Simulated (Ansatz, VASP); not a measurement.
Si2W: VASP beside Ansatz

Contents of INCAR:

```
SYSTEM = Si2W
PREC = Accurate
ENCUT = 520
EDIFF = 1E-6
ISMEAR = 0
SIGMA = 0.1
LREAL = .False.
LASPH = .True.
NELM = 100
ALGO = Normal
ISIF = 2
LWAVE = .False.
LCHARG = .True.
GGA = PE
LELF = .True.
LVHAR = .True.
NBANDS = 31
```

File KPOINTS:

```
regular mesh
0
Gamma
  4 4 4
  0 0 0
```

The input POSCAR:

```
Si2W
1.0
    4.4324726500      0.0000000000      0.0000000000
    0.0000000000      4.4324726500      0.0000000000
    0.0000000000      0.0000000000      4.8917698800
Si W
4 2
Direct
    0.7305802300      0.5000000000      0.8112464900
    0.2694197700      0.5000000000      0.8112464900
    0.5000000000      0.7305802300      0.8112464900
    0.5000000000      0.2694197700      0.8112464900
    0.5000000000      0.0000000000      0.2804732800
    0.0000000000      0.5000000000      0.2804732800
```

Input for Ansatz:

```yaml
crystal:
  lattice:
    - [4.43247265, 0.0, 0.0]
    - [0.0, 4.43247265, 0.0]
    - [0.0, 0.0, 4.89176988]
  atoms:
    - { symbol: Si, position: [0.73058023, 0.5, 0.81124649] }
    - { symbol: Si, position: [0.26941977, 0.5, 0.81124649] }
    - { symbol: Si, position: [0.5, 0.73058023, 0.81124649] }
    - { symbol: Si, position: [0.5, 0.26941977, 0.81124649] }
    - { symbol: W, position: [0.5, 0.0, 0.28047328] }
    - { symbol: W, position: [0.0, 0.5, 0.28047328] }
basis:
  ecutwfc: 420
kpoints:
  mp_grid: { grid: [4, 4, 4] }
hamiltonian:
  xc: pbe
scf:
  occupations: { method: gaussian, width: 0.1 }
  lower_state_search: "off"
output:
  forces: true
  stress: true
  eigenvalues: true
```

Alike in both runs: task single point; functional PBE; k mesh 4 × 4 × 4; occupations gaussian, width 0.1 eV; no spin polarisation.

|  | VASP | Ansatz |
| --- | --- | --- |
| version | VASP 6.6.1 | Ansatz 0.2.0 |
| potentials or method | VASP PAW PBE potentials, release 64 (Si, W_sv), cutoff 520 eV | scalar-relativistic, plane waves, PAW |
| valence electrons in the cell | 44 | 44 |

Ansatz gave:

| Item | Value |
| --- | --- |
| gap on the k mesh at the Fermi level (eV) | none |
| rms of the force components (eV/Å) | 34.135 |

Q: Which values does VASP return?

A: gap on the k mesh at the Fermi level (eV): none; rms of the force components (eV/Å): 34.093.

Atom by atom the forces differ by 0.043 eV/Å (rms over components). A gap of «none» marks a metal or a gap that the smearing closes. The functional is the same, so the differences come from potentials, cutoffs and numerics.

Spin-orbit coupling is off throughout.
